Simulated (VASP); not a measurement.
# InSb (I-4m2) in VASP: notebook

The runs below take InSb through single point, with PBE.

Program: VASP 6.6.1. These are calculated values, not measurements. Logs are shortened: lines on timing, memory, paths and dates and some standing lists are left out, and cuts for length are marked.

## 1. The cell of the first run

Symmetry: I-4m2, No. 119, tetragonal system. Conventional cell: a = 4.692 Å, b = 4.692 Å, c = 6.104 Å, α = 90.00°, β = 90.00°, γ = 90.00°. In (site symmetry -4m2) has 4 Sb at 2.80 Å within 3.7 Å. Sb (site symmetry -4m2) has 4 In at 2.80 Å within 3.7 Å.

## 2. Single point, PBE (strain +0.000 along x and y, -0.080 along z)

Input file INCAR:

```
SYSTEM = InSb
  PREC = Accurate
  ENCUT = 520
  EDIFF = 1E-6
  ISMEAR = 0
  SIGMA = 0.15
  LREAL = .FALSE.
  LASPH = .TRUE.
  NELM = 60
  ALGO = Normal
  ISIF = 2
  LWAVE = .FALSE.
  LCHARG = .FALSE.
  GGA = PE
  NBANDS = 16
```

Input file KPOINTS:

```
Automatic mesh
0
G
  16 16 16
  0 0 0
```

Input file POSCAR:

```
InSb
1.0
    0.0000000000      3.3174249912      3.0520309919
    3.3174249912      0.0000000000      3.0520309919
    3.3174249912      3.3174249912      0.0000000000
In Sb
1 1
Direct
    0.0000000000      0.0000000000      0.0000000000
    0.7500000000      0.7500000000      0.7500000000
```

Potentials or basis: VASP PAW PBE potentials, release 64 (In_d, Sb).

Command:

```sh
$ cat potpaw_PBE.64/In_d/POTCAR potpaw_PBE.64/Sb/POTCAR > POTCAR
$ mpirun -np 1 vasp_std > vasp.out
```

OUTCAR:

```text
SYSTEM = InSb
   PREC = Accurate
   ENCUT = 520
   EDIFF = 1E-6
   ISMEAR = 0
   LREAL = .FALSE.
   LASPH = .TRUE.
   NELM = 60
   ISIF = 2
   GGA = PE

 ion  position               nearest neighbor table
   1  0.000  0.000  0.000-   2 2.80   2 2.80   2 2.80   2 2.80
   2  0.750  0.750  0.750-   1 2.80   1 2.80   1 2.80   1 2.80

  LATTYP: Found a body centered tetragonal cell.
 ALAT       =     4.6915474147
 C/A-ratio  =     1.3010764774

  Lattice vectors:

 A1 = (   0.0000000000,  -3.3174249912,  -3.0520309919)
 A2 = (   0.0000000000,   3.3174249912,  -3.0520309919)
 A3 = (   3.3174249912,   0.0000000000,   3.0520309919)

Analysis of symmetry for initial positions (statically):
=====================================================================
 Subroutine PRICEL returns:
 Original cell was already a primitive cell.

 Routine SETGRP: Setting up the symmetry group for a
 body centered tetragonal supercell.

 Subroutine GETGRP returns: Found  8 space group operations
 (whereof  8 operations were pure point group operations)
 out of a pool of 16 trial point group operations.

The static configuration has the point symmetry D_2d.

Analysis of symmetry for dynamics (positions and initial velocities):
=====================================================================
 Subroutine PRICEL returns:
 Original cell was already a primitive cell.

 Routine SETGRP: Setting up the symmetry group for a
 body centered tetragonal supercell.

 Subroutine GETGRP returns: Found  8 space group operations
 (whereof  8 operations were pure point group operations)
 out of a pool of 16 trial point group operations.

The dynamic configuration has the point symmetry D_2d.

 Subroutine INISYM returns: Found  8 space group operations
 (whereof  8 operations are pure point group operations),
 and found     1 'primitive' translations

----------------------------------------------------------------------------------------

                                     Primitive cell

  volume of cell :      67.1771

  direct lattice vectors                    reciprocal lattice vectors
     0.000000000  3.317424991  3.052030992    -0.150719308  0.150719308  0.163825335
     3.317424991  0.000000000  3.052030992     0.150719308 -0.150719308  0.163825335
     3.317424991  3.317424991  0.000000000     0.150719308  0.150719308 -0.163825335

  length of vectors
     4.507793446  4.507793446  4.691547415     0.268833332  0.268833332  0.268833332

  position of ions in fractional coordinates (direct lattice)
     0.000000000  0.000000000  0.000000000
     0.750000000  0.750000000  0.750000000

  ion indices of the primitive-cell ions
   primitive index   ion index
                 1           1
                 2           2

----------------------------------------------------------------------------------------

 KPOINTS: Automatic mesh

Automatic generation of k-mesh.
 Grid dimensions read from file:
 generate k-points for:   16   16   16

 Generating k-lattice:

  Cartesian coordinates                     Fractional coordinates (reciprocal lattice)
    -0.009419957  0.009419957  0.010239083     0.062500000  0.000000000  0.000000000
     0.009419957 -0.009419957  0.010239083     0.000000000  0.062500000  0.000000000
     0.009419957  0.009419957 -0.010239083     0.000000000  0.000000000  0.062500000

  Length of vectors
     0.016802083  0.016802083  0.016802083

  Shift w.r.t. Gamma in fractional coordinates (k-lattice)
     0.000000000  0.000000000  0.000000000

 Subroutine IBZKPT returns following result:
 ===========================================

 Found    349 irreducible k-points:

 Following reciprocal coordinates:
            Coordinates               Weight
  0.000000  0.000000  0.000000      1.000000
  0.062500  0.000000  0.000000      8.000000
  0.125000  0.000000  0.000000      8.000000
  0.187500 -0.000000  0.000000      8.000000
  0.250000  0.000000  0.000000      8.000000
  0.312500  0.000000  0.000000      8.000000
[... 16 lines left out ...]
 -0.125000  0.062500  0.000000      8.000000
 -0.062500  0.062500  0.000000      4.000000
 [... further k-points ...]
   k-points           NKPTS =    349   k-points in BZ     NKDIM =    349   number of bands    NBANDS=     16
   number of dos      NEDOS =    301   number of ions     NIONS =      2
   total plane-waves  NPLWV =  46656
   dimension x,y,z NGX =    36 NGY =   36 NGZ =   36
   dimension x,y,z NGXF=    72 NGYF=   72 NGZF=   72
   ions per type =               1   1
   NGX,Y,Z   is equivalent  to a cutoff of  13.28, 13.28, 12.76 a.u.
   NGXF,Y,Z  is equivalent  to a cutoff of  26.55, 26.55, 25.51 a.u.
 SYSTEM =  InSb
   PREC   = accura    normal or accurate (medium, high low for compatibility)
   ISTART =      0    job   : 0-new  1-cont  2-samecut
   ICHARG =      2    charge: 1-file 2-atom 10-const
   ISPIN  =      1    spin polarized calculation?
   LNONCOLLINEAR =      F non collinear calculations
   LSORBIT =      F    spin-orbit coupling
   LASPH  =      T    aspherical Exc in radial PAW
   ENCUT  =  520.0 eV  38.22 Ry    6.18 a.u.   8.38  8.38  8.72*2*pi/ulx,y,z
   NELM   =     60;   NELMIN=  2; NELMDL= -5     # of ELM steps
   EDIFF  = 0.1E-05   stopping-criterion for ELM
   LREAL  =      F    real-space projection
   EDIFFG = 0.1E-04   stopping-criterion for IOM
   NSW    =      0    number of steps for IOM
   IBRION =     -1    ionic relax: 0-MD 1-quasi-New 2-CG
   NFREE  =      0    steps in history (QN), initial steepest desc. (CG)
   ISIF   =      2    stress and relaxation
   ISYM   =      2    0-nonsym 1-usesym 2-fastsym
   POTIM  = 0.5000    time-step for ionic-motion
   TEBEG  =    0.0;   TEEND  =   0.0 temperature during run
   PSTRESS=    0.0 pullay stress
   NELECT =      18.0000    total number of electrons
   NUPDOWN=      -1.0000    fix difference up-down
   EMIN   =  10.00;   EMAX   =-10.00  energy-range for DOS
   EFERMI =   0.00;   METHOD = LEGACY
   ISMEAR =     0;   SIGMA  =   0.15  broadening in eV -4-tet -1-fermi 0-gaus
   EFERMI_NEDOS =   21; number of points for ismear=-14 and -15
   IALGO  =     38    algorithm
   IMIX   =      4    mixing-type and parameters
     AMIX     =   0.40;   BMIX     =  1.00
     AMIX_MAG =   1.60;   BMIX_MAG =  1.00
  volume/ion in A,a.u.               =      33.59       226.67
  Fermi-wavevector in a.u.,A,eV,Ry     =   1.055420  1.994454 15.155682  1.113911
  Thomas-Fermi vector in A             =   2.190617
   LORBIT       =      0    0 simple, 1 ext, 2 COOP (PROOUT), +10 PAW based schemes
   GGA     = PE    functional components
   LHFCALC =     F    Hartree Fock is set to
   AEXX    =    0.0000 exact exchange contribution
   IVDW    =     0    specifies the selected vdW correction
   LEPSILON=     F    determine dielectric tensor
   LRPA    =     F    only Hartree local field effects (RPA)
 non-spin polarized calculation
 Gauss-broadening in eV      SIGMA  =   0.15
  energy-cutoff  :      520.00
  volume of cell :       67.18
 maximum number of plane-waves:      1844
 NGX is ok and might be reduce to    36
   NGX = 17   NGY = 17   NGZ = 17

 number of electron      17.9999998 magnetization

 Free energy of the ion-electron system (eV)
  ---------------------------------------------------
  ext. energy  EPLUGINS =         0.00000000
  ---------------------------------------------------
  free energy    TOTEN  =        -6.86851521 eV

  energy without entropy =       -6.86840799  energy(sigma->0) =       -6.86846160

 E-fermi :   5.4778     XC(G=0):  -8.7457

 val. band max:        5.4731729853   @ k =   0.0000   0.0000   0.0000
 cond. band min:       5.7195116078   @ k =   0.5000   0.0000   0.0000
 fundamental gap:      0.2463386225
 Fermi energy:         5.4777932079

 k-point     1 :       0.0000    0.0000    0.0000
  band No.  band energies     occupation
      1      -9.4041      2.00000
      2      -9.4041      2.00000
      3      -9.3876      2.00000
      4      -9.3190      2.00000
      5      -9.3061      2.00000
      6      -5.5476      2.00000
[... 8 lines left out ...]
     15      12.9331      0.00000
     16      13.6085      0.00000

 k-point     2 :       0.0625    0.0000    0.0000
  band No.  band energies     occupation
      1      -9.4049      2.00000
      2      -9.4032      2.00000
      3      -9.3879      2.00000
      4      -9.3192      2.00000
      5      -9.3061      2.00000
      6      -5.5113      2.00000
[... 8 lines left out ...]
     15      12.6568      0.00000
     16      13.2025      0.00000

 k-point     3 :       0.1250    0.0000    0.0000
  band No.  band energies     occupation
      1      -9.4084      2.00000
      2      -9.4007      2.00000
      3      -9.3876      2.00000
      4      -9.3196      2.00000
      5      -9.3059      2.00000
      6      -5.4035      2.00000
[... 8 lines left out ...]
     15      12.3510      0.00000
     16      12.8474      0.00000

 k-point     4 :       0.1875   -0.0000    0.0000
  band No.  band energies     occupation
      1      -9.4151      2.00000
      2      -9.3970      2.00000
      3      -9.3856      2.00000
      4      -9.3200      2.00000
      5      -9.3053      2.00000
      6      -5.2293      2.00000
[... 8 lines left out ...]
     15      12.2538      0.00000
     16      12.8920      0.00000
[... 324 lines left out ...]
 k-point    22 :      -0.1875    0.0625    0.0000
  band No.  band energies     occupation
      1      -9.4209      2.00000
      2      -9.3959      2.00000
      3      -9.3807      2.00000
      4      -9.3189      2.00000
      5      -9.3062      2.00000
      6      -5.1389      2.00000
[... 8 lines left out ...]
     15      12.0661      0.00000
     16      13.1119      0.00000

 k-point    23 :      -0.1250    0.0625    0.0000
  band No.  band energies     occupation
      1      -9.4139      2.00000
      2      -9.3996      2.00000
      3      -9.3830      2.00000
      4      -9.3187      2.00000
      5      -9.3065      2.00000
      6      -5.3293      2.00000
[... 8 lines left out ...]
     15      12.0362      0.00000
     16      12.5243      0.00000

 k-point    24 :      -0.0625    0.0625    0.0000
  band No.  band energies     occupation
      1      -9.4086      2.00000
      2      -9.4022      2.00000
      3      -9.3852      2.00000
      4      -9.3188      2.00000
      5      -9.3064      2.00000
      6      -5.4554      2.00000
[... 8 lines left out ...]
     15      12.2342      0.00000
     16      12.7233      0.00000

 [... further k-points ...]
[... 5 lines left out ...]
  --------------------------------------------------------------------------------------
  -------------------------------------------------------------------------------------
  Total        1.2700135      1.2700135      2.0003532      0.0000000      0.0000000      0.0000000
  in kB       30.2898944     30.2898944     47.7085386      0.0000000      0.0000000      0.0000000
  external PRESSURE =      36.0961091 kB  Pullay stress =       0.0000000 kB

 VOLUME and BASIS-vectors are now :
 -----------------------------------------------------------------------------
  energy-cutoff  :      520.00
  volume of cell :       67.18
      direct lattice vectors                 reciprocal lattice vectors
     0.000000000  3.317424991  3.052030992    -0.150719308  0.150719308  0.163825335
     3.317424991  0.000000000  3.052030992     0.150719308 -0.150719308  0.163825335
     3.317424991  3.317424991  0.000000000     0.150719308  0.150719308 -0.163825335

 POSITION                                       TOTAL-FORCE (eV/Angst)
 -----------------------------------------------------------------------------------
      0.00000      0.00000      0.00000         0.000000      0.000000     -0.000000
      4.97614      4.97614      4.57805        -0.000000     -0.000000      0.000000
 -----------------------------------------------------------------------------------
    total drift:                                0.000000      0.000000      0.000000

  FREE ENERGIE OF THE ION-ELECTRON SYSTEM (eV)
  ---------------------------------------------------
  free  energy   TOTEN  =        -6.8685152111 eV

  energy  without entropy=       -6.8684079915  energy(sigma->0) =       -6.86846160
```

It took 2 min on 1 thread of Intel Xeon 6975P-C (Granite Rapids), shared host; peak memory 0.51 GiB.

Results:

```
Free energy : -6.8685 eV
Pressure    : 3.6 GPa
```

Caveat: the cell differs from its parent crystal (strain +0.000 along x and y, -0.080 along z); spin-orbit coupling is left out, which moves the levels of the heavy elements.

## 3. Single point, PBE (strain +0.000 along x and y, -0.040 along z)

Input file INCAR:

```
PREC = Accurate
ENCUT = 520
EDIFF = 1E-7
ISMEAR = 0
SIGMA = 0.15
LREAL = False
LASPH = True
NELM = 60
ALGO = Normal
ISIF = 2
LWAVE = False
LCHARG = False
GGA = PE
NBANDS = 16
```

Input file KPOINTS:

```
Automatic mesh
0
Gamma
  16 16 16
```

Input file POSCAR:

```
InSb
1.0
    0.0000000000      3.3174249912      3.1847279916
    3.3174249912      0.0000000000      3.1847279916
    3.3174249912      3.3174249912      0.0000000000
In Sb
1 1
Direct
    0.0000000000      0.0000000000      0.0000000000
    0.7500000000      0.7500000000      0.7500000000
```

Potentials or basis: VASP PAW PBE potentials, release 64 (In_d, Sb).

Command:

```sh
$ cat potpaw_PBE.64/In_d/POTCAR potpaw_PBE.64/Sb/POTCAR > POTCAR
$ mpirun -np 1 vasp_std > vasp.out
```

Wall time 2.5 min (1 thread of Intel Xeon 6975P-C (Granite Rapids), shared host); peak memory 0.52 GiB.

It converged, with:

```
Free energy : -6.9329 eV
Pressure    : 1.6 GPa
```

Stress tensor (GPa, compression positive):
```
1.29 0.00 0.00
0.00 1.29 0.00
0.00 0.00 2.27
```

Levels at points of the mesh, in eV from the Fermi level:
| k point | band 7 | band 8 | band 9 | band 10 | band 11 | band 12 |
| --- | --- | --- | --- | --- | --- | --- |
| (0.00, 0.00, 0.00) | -0.55 | -0.25 | -0.25 | -0.06 | 2.73 | 2.82 |
| (0.50, 0.00, 0.00) | -5.66 | -1.26 | -1.02 | 0.29 | 3.53 | 3.74 |
| (0.50, 0.50, 0.00) | -5.85 | -2.48 | -2.48 | 0.97 | 1.09 | 7.81 |
| (0.50, 0.00, 0.50) | -6.02 | -2.28 | -2.26 | 1.26 | 1.29 | 7.64 |

Caveat: the cell differs from its parent crystal (strain +0.000 along x and y, -0.040 along z); spin-orbit coupling is left out, which moves the levels of the heavy elements.

## 4. Single point, PBE (strain +0.000 along x and y, +0.080 along z)

Input file INCAR:

```
ALGO = Normal
EDIFF = 1E-7
ENCUT = 520
GGA = PE
ISIF = 2
ISMEAR = 0
LASPH = T
LCHARG = F
LREAL = F
LWAVE = F
NBANDS = 16
NELM = 80
PREC = Accurate
SIGMA = 0.15
```

Input file KPOINTS:

```
k-points
0
Gamma
  16 16 16
```

Input file POSCAR:

```
InSb
1.0
    0.0000000000      3.3174249912      3.5828189905
    3.3174249912      0.0000000000      3.5828189905
    3.3174249912      3.3174249912      0.0000000000
In Sb
1 1
Direct
    0.0000000000      0.0000000000      0.0000000000
    0.7500000000      0.7500000000      0.7500000000
```

Command:

```sh
$ cat potpaw_PBE.64/In_d/POTCAR potpaw_PBE.64/Sb/POTCAR > POTCAR
$ mpirun -np 1 vasp_std > vasp.out
```

It took 4.8 min on 1 thread of Intel Xeon 6975P-C, shared host; peak memory 0.57 GiB.

The run converged. Its results:

```yaml
Free_energy: -6.8806 eV
Pressure: -2.4 GPa
Band_gap_on_the_k_mesh: zero (filled and empty bands touch)
```

Stress tensor (GPa, compression positive):
```
-1.64  0.00  0.00
 0.00 -1.64  0.00
 0.00  0.00 -3.85
```

Levels at points of the mesh, in eV from the Fermi level:
| k point | band 5 | band 6 | band 7 | band 8 | band 9 | band 10 | band 11 | band 12 | band 13 | band 14 |
| --- | --- | --- | --- | --- | --- | --- | --- | --- | --- | --- |
| (0.00, 0.00, 0.00) | -14.47 | -10.03 | -1.20 | -0.42 | -0.05 | -0.05 | 2.76 | 2.76 | 2.94 | 5.41 |
| (0.50, 0.00, 0.00) | -14.46 | -9.01 | -5.17 | -1.18 | -0.74 | 0.09 | 3.51 | 3.75 | 5.95 | 7.20 |
| (0.50, 0.50, 0.00) | -14.47 | -8.67 | -5.68 | -1.74 | -1.74 | 1.53 | 1.63 | 7.04 | 7.04 | 7.42 |
| (0.50, 0.00, 0.50) | -14.46 | -8.52 | -5.40 | -2.10 | -2.06 | 1.03 | 1.31 | 6.86 | 7.08 | 7.72 |

Caveat: the cell differs from its parent crystal (strain +0.000 along x and y, +0.080 along z); spin-orbit coupling is left out, which moves the levels of the heavy elements.

## 5. Single point, PBE (strain +0.040 along x and y, +0.000 along z)

Input file INCAR:

```
SYSTEM = InSb
PREC = Accurate
ENCUT = 520
EDIFF = 1E-6
ISMEAR = 0
SIGMA = 0.15
LREAL = .False.
LASPH = .True.
NELM = 80
ALGO = Normal
ISIF = 2
LWAVE = .False.
LCHARG = .False.
GGA = PE
NBANDS = 16
```

Input file KPOINTS:

```
regular mesh
0
Gamma
  16 16 16
  0 0 0
```

Input file POSCAR:

```
InSb
1.0
    0.0000000000      3.4501219908      3.3174249912
    3.4501219908      0.0000000000      3.3174249912
    3.4501219908      3.4501219908      0.0000000000
In Sb
1 1
Direct
    0.0000000000      0.0000000000      0.0000000000
    0.7500000000      0.7500000000      0.7500000000
```

Command:

```sh
$ cat potpaw_PBE.64/In_d/POTCAR potpaw_PBE.64/Sb/POTCAR > POTCAR
$ mpirun -np 1 vasp_std > vasp.out
```

Wall time 5 min (1 thread of Intel Xeon 6975P-C, shared host); peak memory 0.57 GiB.

The run converged. Its results:

```
Free energy : -6.8998 eV
Pressure    : -2.4 GPa
```

Stress tensor (GPa, compression positive):
```
-2.72  0.00  0.00
 0.00 -2.72  0.00
 0.00  0.00 -1.76
```

Levels at points of the mesh, in eV from the Fermi level:
```csv
k point,band 7,band 8,band 9,band 10,band 11,band 12
"(0.00, 0.00, 0.00)",-1.15,-0.19,-0.19,-0.03,2.77,2.86
"(0.50, 0.00, 0.00)",-5.13,-1.03,-0.83,0.16,3.56,3.72
"(0.50, 0.50, 0.00)",-5.37,-2.06,-2.06,1.06,1.35,7.17
"(0.50, 0.00, 0.50)",-5.51,-1.89,-1.87,1.31,1.50,7.02
```

Caveat: the cell differs from its parent crystal (strain +0.040 along x and y, +0.000 along z); spin-orbit coupling is left out, which moves the levels of the heavy elements.

[end of part 1 of 2]
